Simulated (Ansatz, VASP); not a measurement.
SiMo3 in VASP and in Ansatz

Contents of INCAR:

```
PREC     = Accurate       # precision mode
ENCUT    = 600            # plane-wave cutoff, eV
EDIFF    = 1E-6           # SCF threshold, eV
ISMEAR   = -1             # smearing method
SIGMA    = 0.15           # smearing width, eV
LREAL    = False          # projectors in reciprocal space
LASPH    = True           # aspherical terms in the spheres
NELM     = 100            # most SCF steps
ALGO     = Fast           # electronic algorithm
ISIF     = 3              # what is computed and relaxed
LWAVE    = False          # write WAVECAR
LCHARG   = False          # write CHGCAR
GGA      = PS             # functional
IBRION   = 2              # ionic algorithm
NSW      = 80             # ionic steps
EDIFFG   = -0.001         # ionic threshold
```

KPOINTS

```
Automatic mesh
0
Gamma
  8 8 8
```

The input POSCAR:

```
SiMo3
1.0
    4.8615851688      0.0000000000      0.0000000000
    0.0000000000      4.8615851688      0.0000000000
    0.0000000000      0.0000000000      4.8615851688
Si Mo
2 6
Direct
    0.0000000000      0.0000000000      0.0000000000
    0.5000000000      0.5000000000      0.5000000000
    0.2500000000      0.0000000000      0.5000000000
    0.5000000000      0.7500000000      0.0000000000
    0.7500000000      0.0000000000      0.5000000000
    0.5000000000      0.2500000000      0.0000000000
    0.0000000000      0.5000000000      0.7500000000
    0.0000000000      0.5000000000      0.2500000000
```

Input for Ansatz:

```yaml
crystal:
  lattice:
    - [4.8615851688, 0.0, 0.0]
    - [0.0, 4.8615851688, 0.0]
    - [0.0, 0.0, 4.8615851688]
  atoms:
    - { symbol: Si, position: [0.0, 0.0, 0.0] }
    - { symbol: Si, position: [0.5, 0.5, 0.5] }
    - { symbol: Mo, position: [0.25, 0.0, 0.5] }
    - { symbol: Mo, position: [0.5, 0.75, 0.0] }
    - { symbol: Mo, position: [0.75, 0.0, 0.5] }
    - { symbol: Mo, position: [0.5, 0.25, 0.0] }
    - { symbol: Mo, position: [0.0, 0.5, 0.75] }
    - { symbol: Mo, position: [0.0, 0.5, 0.25] }
basis:
  ecutwfc: 420
kpoints:
  mp_grid: { grid: [8, 8, 8] }
hamiltonian:
  xc: pbesol
scf:
  occupations: { method: fermi_dirac, width: 0.15 }
output:
  forces: true
  stress: true
  eigenvalues: true
  write_density: true
  write_potential: true
  elf: true
  volumetric_format: npy
relax:
  adjacent_minimum: "off"
  f_tol: 0.001
  max_steps: 60
  cell: { stress_tol: 0.01 }
```

Alike in both runs: task relaxation of cell and atoms; functional PBEsol; k mesh 8 × 8 × 8; occupations fermi-dirac, width 0.15 eV; no spin polarisation.

|  | VASP | Ansatz |
| --- | --- | --- |
| version | VASP 6.6.1 | Ansatz 0.2.0 |
| potentials or method | VASP PAW PBE potentials, release 64 (Si, Mo_sv), cutoff 600 eV | scalar-relativistic, plane waves, PAW |
| valence electrons in the cell | 92 | 92 |

```csv
,VASP,Ansatz,Ansatz less VASP
"gap on the k mesh at the Fermi level, each at its own relaxed structure (eV)",none,none,-
relaxed volume (Å³/atom),14.40,14.37,-0.029
relaxed cell length with the largest relative difference (Å),4.866,4.863,-0.0032
```

VASP's potentials were made for PBE, not for PBEsol. A gap of «none» marks a metal or a gap that the smearing closes.
